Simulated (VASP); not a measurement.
# Rh (P6_3/mmc) in VASP: a series of runs, part 2 of 2

VASP 6.6.1. The steps go on from the part before.

## Step 4: Single point, PBE+D3(BJ)

This run uses another cell than the first one, of 15.30 Å³/atom, 1.070 times its volume.

Contents of INCAR:

```
PREC = Accurate
ENCUT = 500
EDIFF = 1E-6
ISMEAR = 0
SIGMA = 0.27211386245988
LREAL = False
LASPH = True
NELM = 120
ALGO = Normal
ISIF = 2
LWAVE = False
LCHARG = False
GGA = PE
IVDW = 12
ISYM = 0
NBANDS = 22
GGA_COMPAT = False
```

Contents of KPOINTS:

```
Automatic mesh
0
Gamma
  3 2 4
```

Contents of POSCAR:

```
Rh
1.0
    2.7932702758      0.0000000000      0.0000000000
   -1.3966351379      2.4190430184      0.0000000000
    0.0000000000      0.0000000000      4.5294989449
Rh
2
Direct
    0.6666666667      0.3333333333      0.7500000000
    0.3333333333      0.6666666667      0.2500000000
```

Potentials or basis: VASP PAW PBE potentials, release 64 (Rh_pv).

Run with:

```
$ cat potpaw_PBE.64/Rh_pv/POTCAR > POTCAR
$ mpirun -np 1 vasp_std > vasp.out
```

OUTCAR:

```text
PREC = Accurate
   ENCUT = 500
   EDIFF = 1E-6
   ISMEAR = 0
   LREAL = False
   LASPH = True
   NELM = 120
   ISIF = 2
   GGA = PE
   IVDW = 12
   ISYM = 0
 IVDW          = 12

 ion  position               nearest neighbor table
   1  0.667  0.333  0.750-   2 2.78   2 2.78   2 2.78   2 2.78   2 2.78   2 2.78
   2  0.333  0.667  0.250-   1 2.78   1 2.78   1 2.78   1 2.78   1 2.78   1 2.78

IMPORTANT INFORMATION: All symmetrisations will be switched off!
NOSYMM: (Re-)initialisation of all symmetry stuff for point group C_1.

----------------------------------------------------------------------------------------
[... 516 lines left out ...]
  Direction    XX          YY          ZZ          XY          YZ          ZX
  --------------------------------------------------------------------------------------
  -------------------------------------------------------------------------------------
  Total       0.00391    -4.71623    -3.96472     0.74745    -0.00000     0.00000
  in kB       0.20470  -246.88713  -207.54711    39.12776    -0.00001     0.00003
  external pressure =     -151.41 kB  Pullay stress =        0.00 kB

 VOLUME and BASIS-vectors are now :
 -----------------------------------------------------------------------------
  energy-cutoff  :      500.00
  volume of cell :       30.61
      direct lattice vectors                 reciprocal lattice vectors
     2.793270276  0.000000000  0.000000000     0.358003308  0.206693306  0.000000000
    -1.396635138  2.419043018  0.000000000     0.000000000  0.413386613  0.000000000
     0.000000000  0.000000000  4.529498945     0.000000000  0.000000000  0.220774971

 POSITION                                       TOTAL-FORCE (eV/Angst)
 -----------------------------------------------------------------------------------
      1.39664      0.80635      3.39712         0.408532      0.473287     -0.000001
     -0.00000      1.61270      1.13237        -0.408532     -0.473287      0.000001
 -----------------------------------------------------------------------------------
    total drift:                                0.000002      0.000005     -0.000002

  FREE ENERGIE OF THE ION-ELECTRON SYSTEM (eV)
  ---------------------------------------------------
  free  energy   TOTEN  =       -14.5594132202 eV

  energy  without entropy=      -14.3653170694  energy(sigma->0) =      -14.46236514
```

stdout:

```text
POSCAR found type information on POSCAR Rh
 POSCAR found :  1 types and       2 ions
 scaLAPACK will be used
 LDA part: xc-table for (Slater+PW92), standard interpolation
 -----------------------------------------------------------------------------
|                                                                             |
|           W    W    AA    RRRRR   N    N  II  N    N   GGGG   !!!           |
|           W    W   A  A   R    R  NN   N  II  NN   N  G    G  !!!           |
|           W    W  A    A  R    R  N N  N  II  N N  N  G       !!!           |
|           W WW W  AAAAAA  RRRRR   N  N N  II  N  N N  G  GGG   !            |
|           WW  WW  A    A  R   R   N   NN  II  N   NN  G    G                |
|           W    W  A    A  R    R  N    N  II  N    N   GGGG   !!!           |
|                                                                             |
|     Your reciprocal lattice and k-lattice belong to different lattice       |
|     classes:                                                                |
|                                                                             |
|        The reciprocal lattice is hexagonal,                                 |
|        whereas your k-lattice is simple monoclinic.                         |
|                                                                             |
|     Results are often still useful ...                                      |
|                                                                             |
 -----------------------------------------------------------------------------

 POSCAR, INCAR and KPOINTS ok, starting setup
 FFT: planning ... GRIDC
 FFT: planning ... GRID_SOFT
 FFT: planning ... GRID
 WAVECAR not read
 entering main loop
```

Run time: 14 s. Hardware: 1 thread of Intel Xeon 8259CL, shared host; peak memory 0.14 GiB.

What came out:

* Free energy: -14.5594 eV
* Pressure: -15.1 GPa
* Largest force: 0.625 eV/Å
* Band gap on the k mesh: zero (band 15 reaches 10.69 eV, above the bottom of band 16 at 9.26 eV)
* Dispersion energy per atom: -0.579 eV

Forces in eV/Å, atoms in the order of the input:
```
Rh   0.409  0.473  0.000
Rh  -0.409 -0.473  0.000
```

Stress tensor (GPa, compression positive):
```
  0.02   3.91   0.00
  3.91 -24.69   0.00
  0.00   0.00 -20.75
```

Levels at points of the mesh, in eV from the Fermi level:
```
           k point  band 12  band 13  band 14  band 15  band 16  band 17  band 18  band 19
(0.00, 0.00, 0.00)    -2.15    -2.09    -1.66    -1.43     0.06     0.29     0.86     7.62
(0.00, 0.50, 0.00)    -1.84    -1.79     0.31     0.55     0.63     2.67     4.56     9.52
(0.00, 0.00, 0.50)    -2.64    -2.58    -2.58    -0.42    -0.42    -0.24    -0.24    14.22
(0.00, 0.50, 0.50)    -1.29    -0.23    -0.23     0.47     0.47     2.49     2.49     8.35
```

Caveat: the k points lie up to 1.30 Å⁻¹ apart; pairwise dispersion overbinds metals, which lowers pressure and volume.

## Step 5: Single point, PBE

Contents of INCAR:

```
SYSTEM = Rh
PREC = Accurate
ENCUT = 500
EDIFF = 1E-6
ISMEAR = 0
SIGMA = 0.1
LREAL = .FALSE.
LASPH = .TRUE.
NELM = 120
ALGO = Normal
ISIF = 2
LWAVE = .FALSE.
LCHARG = .TRUE.
GGA = PE
LELF = .TRUE.
LVHAR = .TRUE.
NBANDS = 22
GGA_COMPAT = .FALSE.
```

Contents of KPOINTS:

```
regular mesh
0
G
  6 6 4
  0 0 0
```

Contents of POSCAR:

```
Rh
1.0
    2.7309790422      0.0000000000      0.0000000000
   -1.3654895211      2.3650972278      0.0000000000
    0.0000000000      0.0000000000      4.4284890000
Rh
2
Direct
    0.6666666667      0.3333333333      0.7500000000
    0.3333333333      0.6666666667      0.2500000000
```

Run with:

```
$ cat potpaw_PBE.64/Rh_pv/POTCAR > POTCAR
$ mpirun -np 1 vasp_std > vasp.out
```

It took 17 s on 1 thread of Intel Xeon 8259CL, shared host; peak memory 0.14 GiB.

Results (log left out):

| Quantity | Value |
| --- | --- |
| Free energy | -14.4169 eV |
| Pressure | -3.3 GPa |
| Band gap on the k mesh | zero (band 15 reaches 11.88 eV, above the bottom of band 16 at 9.59 eV) |

Stress tensor (GPa, compression positive):
```
-1.54  0.00  0.00
 0.00 -1.54  0.00
 0.00  0.00 -6.85
```

Levels at points of the mesh, in eV from the Fermi level:
| k point | band 11 | band 12 | band 13 | band 14 | band 15 | band 16 | band 17 | band 18 | band 19 | band 20 |
| --- | --- | --- | --- | --- | --- | --- | --- | --- | --- | --- |
| (0.00, 0.00, 0.00) | -2.72 | -2.24 | -2.24 | -1.69 | -1.69 | 0.22 | 0.22 | 0.84 | 8.32 | 16.01 |
| (0.50, 0.00, 0.00) | -2.47 | -2.02 | -1.92 | 0.53 | 0.66 | 0.82 | 3.03 | 5.07 | 10.18 | 10.58 |
| (0.00, 0.00, 0.50) | -2.83 | -2.83 | -2.83 | -2.83 | -0.32 | -0.32 | -0.32 | -0.32 | 14.75 | 14.75 |
| (0.50, 0.00, 0.50) | -1.47 | -1.47 | -0.18 | -0.18 | 0.70 | 0.70 | 2.74 | 2.74 | 9.08 | 9.08 |

Caveat: the k points lie up to 0.44 Å⁻¹ apart.

## Step 6: Single point, PBEsol

Contents of INCAR:

```
SYSTEM = Rh
ALGO = Normal ; EDIFF = 1E-6
ENCUT = 500 ; GGA = PS
GGA_COMPAT = .FALSE. ; ISIF = 2
ISMEAR = -5 ; LASPH = .TRUE.
LCHARG = .TRUE. ; LELF = .TRUE.
LREAL = .FALSE. ; LVHAR = .TRUE.
LWAVE = .FALSE. ; NBANDS = 22
NELM = 120 ; PREC = Accurate
SIGMA = 0.1
```

Contents of KPOINTS:

```
k-points
0
G
  6 6 4
  0 0 0
```

POSCAR is that of step 5.

Potentials or basis: VASP PAW PBE potentials, release 64 (Rh_pv).

Run with:

```
$ cat potpaw_PBE.64/Rh_pv/POTCAR > POTCAR
$ mpirun -np 1 vasp_std > vasp.out
```

Wall time 17 s (1 thread of Intel Xeon 8259CL, shared host); peak memory 0.14 GiB.

The run converged. Its results:

```
Free energy            : -16.0905 eV
Pressure               : -13.7 GPa
Band gap on the k mesh : zero (band 15 reaches 11.73 eV, above the bottom of band 16 at 9.42 eV)
```

Stress tensor (GPa, compression positive):
```
-11.24   0.00   0.00
  0.00 -11.24   0.00
  0.00   0.00 -18.53
```

Levels at points of the mesh, in eV from the Fermi level:
| k point | band 11 | band 12 | band 13 | band 14 | band 15 | band 16 | band 17 | band 18 | band 19 | band 20 |
| --- | --- | --- | --- | --- | --- | --- | --- | --- | --- | --- |
| (0.00, 0.00, 0.00) | -2.78 | -2.29 | -2.29 | -1.74 | -1.74 | 0.18 | 0.18 | 0.72 | 8.22 | 15.92 |
| (0.50, 0.00, 0.00) | -2.53 | -2.09 | -2.01 | 0.50 | 0.63 | 0.78 | 2.96 | 4.98 | 10.06 | 10.48 |
| (0.00, 0.00, 0.50) | -2.88 | -2.88 | -2.88 | -2.88 | -0.36 | -0.36 | -0.36 | -0.36 | 14.66 | 14.66 |
| (0.50, 0.00, 0.50) | -1.52 | -1.52 | -0.25 | -0.25 | 0.67 | 0.67 | 2.64 | 2.64 | 8.98 | 8.98 |

Caveat: the k points lie up to 0.44 Å⁻¹ apart; the PAW data sets were made with another functional, which shifts forces and pressure a little; tetrahedron occupations give inexact forces and stress in metals.

## Step 7: Overview

```tsv
level	cell	k mesh	smearing	gap on the mesh (eV)	pressure (GPa)	largest force (eV/Å)
PBE	a = 2.731, b = 2.731, c = 4.428 Å, angles 90.0, 90.0, 120.0°, 2 atoms	3 × 3 × 2, shifted	methfessel-paxton 0.1 eV	none	-5.3	-
PBE	a = 2.731, b = 2.731, c = 4.428 Å, angles 90.0, 90.0, 120.0°, 2 atoms	2 × 5 × 2, shifted	gaussian 0.1 eV	none	-8.0	0.27
PBE+D3(BJ)	a = 2.793, b = 2.793, c = 4.529 Å, angles 90.0, 90.0, 120.0°, 2 atoms	3 × 2 × 4	gaussian 0.272114 eV	none	-15.1	0.63
PBE	a = 2.731, b = 2.731, c = 4.428 Å, angles 90.0, 90.0, 120.0°, 2 atoms	6 × 6 × 4	gaussian 0.1 eV	none	-3.3	-
PBEsol	a = 2.731, b = 2.731, c = 4.428 Å, angles 90.0, 90.0, 120.0°, 2 atoms	6 × 6 × 4	tetrahedron	none	-13.7	-
```

Alike in all rows: task single point; potentials or basis VASP PAW PBE potentials, release 64 (Rh_pv); no spin polarisation; cutoff (eV) 500.

Caveats: all runs use coarse meshes; pairwise dispersion overbinds metals, which lowers pressure and volume (some runs); the PAW data sets were made with another functional, which shifts forces and pressure a little (some runs); tetrahedron occupations give inexact forces and stress in metals (some runs).

Total energies depend on the potentials used, so only differences within one code and one set of settings carry meaning.
